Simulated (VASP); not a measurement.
Write the native input for VASP 6.6.1 that does the following.

| Property | Result |
| --- | --- |
| Task | single point |
| Functional | PBE |
| Potentials or basis | VASP PAW PBE potentials, release 64 (Si, Ti_sv) |
| Cutoff | 520 eV |
| k mesh | 2 × 2 × 2 |
| Occupations | gaussian, width 0.02 eV |
| Spin | no spin polarisation |
| Dipole correction | no |
| Further INCAR settings | LREAL = Auto; ALGO = Normal; EDIFF = 1e-06; NBANDS = 52 |

The structure of TiSi16 (a cell with a defect) lies in POSCAR:

```
TiSi16
1.0
    0.0000000000      5.4300000000      5.4300000000
    5.4300000000      0.0000000000      5.4300000000
    5.4300000000      5.4300000000      0.0000000000
Si Ti
16 1
Direct
   -0.0172974217     -0.0172314917      0.0526034991
    0.1258847145      0.1259491713      0.1376454880
    0.0119065378      0.0119802026      0.5084890424
    0.1080865562      0.1081780847      0.6766755064
    0.0136424494      0.4992348987     -0.0116855433
    0.1261338858      0.6115429098      0.1368193370
    0.0122928177      0.4685318600      0.5075193370
    0.1566121547      0.6132042357      0.6173988950
    0.4991712707      0.0136447514     -0.0116058932
    0.6114613260      0.1261662983      0.1368861878
    0.4684571823      0.0123013812      0.5075980663
    0.6131209024      0.1566174033      0.6174919890
    0.4994211786      0.4994524862     -0.0124539595
    0.6422937385      0.6423117864      0.0733429098
    0.5169238490      0.5169098527      0.4492011971
    0.6135099448      0.6135318600      0.6165027624
    0.8126595764      0.8127030387      0.5624719153
```

One way to write it, as run:

INCAR

```
ALGO = Normal
EDIFF = 1E-6
ENCUT = 520
GGA = PE
ISIF = 2
ISMEAR = 0
LASPH = T
LCHARG = T
LELF = T
LREAL = Auto
LVHAR = T
LWAVE = F
NBANDS = 52
NELM = 100
PREC = Accurate
SIGMA = 0.02
```

KPOINTS

```
k-points
0
Gamma
  2 2 2
```

Potentials or basis: VASP PAW PBE potentials, release 64 (Si, Ti_sv).

Run with:

```sh
$ cat potpaw_PBE.64/Si/POTCAR potpaw_PBE.64/Ti_sv/POTCAR > POTCAR
$ mpirun -np 1 vasp_std > vasp.out
```

Results of the run:

```
Pressure               : 5.8 GPa
Largest force          : 0.027 eV/Å
Band gap on the k mesh : zero (band 38 reaches 6.92 eV, above the bottom of band 39 at 6.72 eV)
```

Caveat: the k points lie up to 0.50 Å⁻¹ apart.

Wall time 2.7 min on 1 thread of Intel(R) Xeon(R) 6975P-C (Granite Rapids) (shared host), peak memory 0.49 GiB.
